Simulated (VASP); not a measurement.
A run of VASP 6.6.1:

The input INCAR:

```
SYSTEM = As
  ALGO = Normal
  EDIFF = 1E-6
  ENCUT = 520
  ISIF = 2
  ISMEAR = -5
  LASPH = .TRUE.
  LCHARG = .FALSE.
  LREAL = .FALSE.
  LWAVE = .FALSE.
  NBANDS = 12
  NELM = 60
  PREC = Accurate
  SIGMA = 0.1
```

File KPOINTS:

```
k-points
0
G
  13 13 13
  0 0 0
```

POSCAR

```
As
1.0
    0.0000000000      2.4412652003      2.4412652003
    2.4412652003      0.0000000000      2.4412652003
    2.4412652003      2.4412652003      0.0000000000
As
2
Direct
   -0.1250000000     -0.1250000000     -0.1250000000
    0.1250000000      0.1250000000      0.1250000000
```

Potentials or basis: VASP PAW LDA potentials, release 64 (As).

Command:

```bash
$ cat potpaw_LDA.64/As/POTCAR > POTCAR
$ mpirun -np 1 vasp_std > vasp.out
```

Hardware: 1 thread of Intel(R) Xeon(R) Platinum 8375C CPU @ 2.90GHz (Ice Lake), on a shared host.

Task: Estimate the wall time of this run.

Result: It took 37 s on 1 thread of Intel(R) Xeon(R) Platinum 8375C CPU @ 2.90GHz (Ice Lake), with other jobs on the host, peak memory 0.15 GiB. Counts: scf iterations 12, k points 84.
